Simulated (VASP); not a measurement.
# Al47CdN48 (a cell with a defect) in VASP: a series of runs, part 2 of 2

VASP 6.6.1.

## 3. Single point, PBE

INCAR reads:

```
ALGO = Normal
EDIFF = 1E-6
ENCUT = 520
GGA = PE
GGA_COMPAT = F
ISIF = 2
ISMEAR = 0
ISYM = -1
LASPH = T
LCHARG = T
LELF = T
LREAL = Auto
LVHAR = T
LWAVE = F
NBANDS = 250
NELECT = 394.0
NELM = 120
PREC = Accurate
SIGMA = 0.01
```

KPOINTS reads:

```
explicit points
1
Reciprocal
  0.25000000   0.25000000   0.25000000 1
```

POSCAR reads:

```
Al47CdN48
1.0
    9.3892708211      5.4208981504      0.0000000000
   -9.3892709202      5.4208979788      0.0000000000
    0.0000000000      0.0000000000     10.0348065900
Al N Cd
47 48 1
Direct
   -0.0005197741      0.1660138267      0.2495952017
    0.1659942731     -0.0007295310      0.2499431187
    0.3330828586      0.3305882603      0.2464290539
   -0.0033383429      0.3328640365      0.4983824661
    0.1663391826      0.1632064564      0.4983776373
    0.3330316472     -0.0008979282      0.4987115653
    0.0002936638      0.1668290089      0.7483671235
    0.1665648708     -0.0006588233      0.7490802069
    0.3330843857      0.3315230909      0.7539416216
   -0.0019915769      0.3317277524      0.9996316079
    0.1651942928      0.1645520094      0.9996314002
    0.3330504233     -0.0005051405      0.9993608751
   -0.0002199372      0.6666921022      0.2499441892
    0.1640501747      0.4996110904      0.2464270223
    0.3330550606      0.8331937884      0.2495967671
   -0.0002612251      0.8329381620      0.5000033964
    0.1633249120      0.6663002593      0.4983673880
   -0.0006924630      0.6661147826      0.7490737913
    0.1649979672      0.4996133405      0.7539506271
    0.3330641866      0.8323681904      0.7483602277
   -0.0002802815      0.8329266196      0.9991739328
    0.1658577132      0.6674493018      0.9996400420
    0.3330481307      0.4995873789      0.9960379953
    0.5001609438      0.1663184210      0.2499400939
    0.6663421762     -0.0000393236      0.2499480284
    0.8327353611      0.3325308649      0.2499426518
    0.4997668092      0.3298654946      0.4983647299
    0.6663984062      0.1662807287      0.5000042491
    0.8334837370      0.0000217719      0.4986994543
    0.4995807631      0.1658437157      0.7490767609
    0.6668311803     -0.0001243052      0.7490742934
    0.8328061556      0.3330998934      0.7490819762
    0.5009103070      0.3323955265      0.9996381050
    0.6663886465      0.1662529574      0.9991741000
    0.8331355048     -0.0003295876      0.9993711683
    0.5021053992      0.6686382658      0.2464351786
    0.6666617882      0.4995900933      0.2495953354
    0.8334223895      0.8328753256      0.2499488078
    0.5027751377      0.8360350950      0.4983666354
    0.6694994091      0.6692987706      0.4983698043
    0.8325668513      0.4995674251      0.4987133409
    0.5011607754      0.6676926004      0.7539392563
    0.6658346348      0.4995964931      0.7483605842
    0.8333352877      0.8333665803      0.7490728820
    0.5002282075      0.8346229109      0.9996381903
    0.6680861581      0.6667613316      0.9996361503
    0.8329567844      0.4995833116      0.9993566980
    0.0001152681      0.1666486424      0.4403604822
    0.1651027713     -0.0044346049      0.4402149240
    0.3330907140      0.3099204428      0.4304192830
   -0.0027930016      0.3303109455      0.1883932191
    0.1637791019      0.1637444310      0.1883939153
    0.3330212554      0.0001855186      0.1900096462
   -0.0004799206      0.1660569331      0.9389831945
    0.1663940816     -0.0012367946      0.9394732809
    0.3330935263      0.3296149696      0.9444576095
   -0.0006756633      0.3331596268      0.6902417873
    0.1666240382      0.1658565467      0.6902394140
    0.3330279939     -0.0007258461      0.6897138268
   -0.0030774116      0.6676416168      0.4402296968
    0.1433699684      0.4996176980      0.4304176498
    0.3330579385      0.8325509486      0.4403617244
   -0.0003043127      0.8329122685      0.1892466379
    0.1664340141      0.6688196813      0.1883977290
    0.3330306560      0.4995662402      0.1889499597
   -0.0010887026      0.6663242826      0.9394655739
    0.1630717058      0.4996305283      0.9444631814
    0.3330802704      0.8331728973      0.9389757920
   -0.0002900001      0.8329068572      0.6906788746
    0.1657079005      0.6659606077      0.6902071712
    0.3330436444      0.4995704427      0.7205101503
    0.5010983621      0.1634569755      0.4402247247
    0.6691745731      0.0037577734      0.4402243514
    0.8290307295      0.3316406066      0.4402144264
    0.5022850212      0.3329695447      0.1883938055
    0.6663778910      0.1662317414      0.1892458056
    0.8324077587     -0.0010572695      0.1900225937
    0.4997869765      0.1654472849      0.9394673328
    0.6672473822      0.0004738144      0.9394733872
    0.8322215686      0.3329247616      0.9394728797
    0.4994313944      0.3322413102      0.6902052075
    0.6663699587      0.1662460905      0.6906773448
    0.8333021381     -0.0001603792      0.6896960470
    0.5228673796      0.6893965601      0.4304221048
    0.6660200194      0.4995902147      0.4403576240
    0.8372123361      0.8357105374      0.4402251649
    0.4995973788      0.8353873571      0.1884045875
    0.6688525536      0.6661315855      0.1884002072
    0.8336536156      0.4995575284      0.1900049593
    0.5030987818      0.6696369847      0.9444570348
    0.6666354125      0.4996156468      0.9389751656
    0.8339393919      0.8337824443      0.9394723274
    0.5003430351      0.8332873204      0.6902219865
    0.6667537555      0.6668747797      0.6902233673
    0.8327419238      0.4995629866      0.6897147862
    0.3331000585      0.4996460385      0.5015276121
```

Potentials or basis: VASP PAW PBE potentials, release 64 (Al, N, Cd).

Command:

```bash
> cat potpaw_PBE.64/Al/POTCAR potpaw_PBE.64/N/POTCAR potpaw_PBE.64/Cd/POTCAR > POTCAR
> mpirun -np 1 vasp_std > vasp.out
```

Run time: 10 min. Hardware: 1 thread of AMD EPYC 9R45 (Zen 5), shared host; peak memory 1.1 GiB.

The run converged. Its results:

```yaml
Free_energy: -699.4922 eV
Largest_force: 0.090 eV/Å
```

Forces in eV/Å, atoms in the order of the input:
```
Al   0.000 -0.002  0.000
Al  -0.001 -0.001  0.000
Al   0.001 -0.001 -0.005
Al  -0.005 -0.001  0.000
Al   0.004 -0.004  0.001
Al   0.000 -0.001  0.002
Al   0.000 -0.001 -0.001
Al   0.000  0.000  0.004
Al   0.000 -0.001  0.007
Al   0.002 -0.002  0.001
Al   0.000 -0.002  0.001
Al  -0.001 -0.001  0.000
Al   0.000  0.002  0.000
Al  -0.002 -0.001 -0.005
Al  -0.001  0.001  0.001
Al   0.001  0.000  0.004
Al  -0.005 -0.001  0.001
Al   0.000  0.000  0.004
Al  -0.002 -0.001  0.007
Al   0.000 -0.002 -0.001
Al   0.000 -0.001  0.000
Al   0.000 -0.002  0.001
Al   0.001 -0.002 -0.005
Al  -0.001  0.001  0.001
Al   0.000 -0.001  0.001
Al   0.000 -0.001  0.001
Al   0.004 -0.002  0.000
Al   0.002  0.000  0.003
Al   0.000 -0.002  0.003
Al   0.000  0.000  0.004
Al   0.003  0.001  0.003
Al   0.000 -0.001  0.003
Al   0.000 -0.002  0.001
Al   0.001 -0.001  0.000
Al   0.000 -0.001  0.000
Al   0.000  0.002 -0.006
Al   0.000  0.001  0.000
Al  -0.001  0.001  0.001
Al  -0.001  0.005  0.000
Al  -0.001  0.006 -0.001
Al   0.001  0.000  0.002
Al  -0.001  0.003  0.007
Al  -0.001 -0.002 -0.001
Al  -0.001  0.002  0.003
Al   0.000  0.001  0.002
Al   0.001  0.001  0.002
Al   0.001  0.000  0.000
N    0.000  0.000  0.001
N    0.000 -0.002  0.001
N    0.074 -0.043 -0.027
N    0.001  0.001  0.001
N   -0.001  0.001  0.001
N    0.001  0.000 -0.001
N    0.000  0.001 -0.001
N   -0.001  0.000 -0.001
N    0.003 -0.001 -0.004
N    0.000  0.001 -0.004
N    0.001  0.002 -0.004
N    0.000  0.000 -0.003
N    0.000  0.000  0.000
N   -0.075 -0.043 -0.027
N   -0.001  0.001  0.001
N    0.000  0.001 -0.001
N    0.001  0.001  0.000
N    0.000  0.001  0.008
N    0.000  0.000 -0.001
N   -0.001 -0.001 -0.005
N    0.000  0.001 -0.001
N    0.000  0.000 -0.005
N    0.000 -0.001 -0.003
N    0.000  0.000  0.076
N    0.000  0.001  0.001
N   -0.001  0.000  0.001
N    0.000 -0.002  0.001
N   -0.001  0.001  0.001
N   -0.001  0.001 -0.001
N    0.000  0.000 -0.001
N    0.000  0.001 -0.001
N   -0.001 -0.002 -0.001
N    0.001  0.000 -0.001
N    0.000 -0.001 -0.003
N    0.000  0.001 -0.005
N    0.000  0.001 -0.003
N    0.000  0.086 -0.027
N    0.001  0.001  0.001
N    0.002  0.000  0.001
N   -0.001 -0.001  0.000
N    0.001 -0.001  0.001
N   -0.001  0.000  0.000
N    0.000  0.002 -0.005
N   -0.001  0.000 -0.001
N    0.000 -0.002 -0.001
N    0.000  0.000 -0.003
N   -0.001  0.000 -0.003
N    0.000  0.000 -0.003
Cd   0.000  0.001  0.004
```

Levels at points of the mesh, in eV from the Fermi level:
| k point | band 193 | band 194 | band 195 | band 196 | band 197 | band 198 | band 199 | band 200 | band 201 | band 202 |
| --- | --- | --- | --- | --- | --- | --- | --- | --- | --- | --- |
| (0.25, 0.25, 0.25) | -0.70 | -0.66 | -0.15 | -0.10 | -0.06 | 4.60 | 4.88 | 5.05 | 5.11 | 5.16 |

Caveat: the cell carries a net charge on a neutralising background, which shifts energy and pressure; the cell is charged against a uniform background, so pressure and absolute levels hang on convention.
